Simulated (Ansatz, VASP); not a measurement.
## One calculation of WS2, two programs

```
W S
1.0
     1.57372    0.90859    6.14272
    -1.57372    0.90859    6.14272
     0.00000   -1.81717    6.14272
W S
1 2
Direct
  0.00000 0.00000 0.00000
  0.75030 0.75030 0.75030
  0.58100 0.58100 0.58100
```

Change from the starting cell: volume scaled by 0.99, crystal datasets.

Alike in both runs: task electric field gradients; functional PBEsol; k mesh 15 × 15 × 15; occupations fermi-dirac, width 0.03 eV; no spin polarisation.

|  | VASP | Ansatz |
| --- | --- | --- |
| version | VASP 6.6.1 | Ansatz 0.2.0 |
| potentials or method | VASP PAW PBE potentials, release 64 (W_sv, S), cutoff 520 eV | all-electron PAW with datasets made for the crystal, scalar-relativistic |

VASP gave:

- pressure (GPa): 1.2
- traceless stress, the component that is largest in VASP (GPa): 0.83
- rms of the force components (eV/Å): 0.259
- size of Vzz on the site where it differs most (V/Å²): 156.3

Problem. What did Ansatz give for the same quantities?

Solution. Pressure (GPa): 1.1; traceless stress, the component that is largest in VASP (GPa): 0.78; rms of the force components (eV/Å): 0.256; size of Vzz on the site where it differs most (V/Å²): 171.5.

VASP's potentials were made for PBE, not for PBEsol. Atom by atom the forces differ by 0.010 eV/Å (rms over components). Ansatz ran all-electron here, and VASP with PAW potentials.

Neither program's run includes spin-orbit coupling.
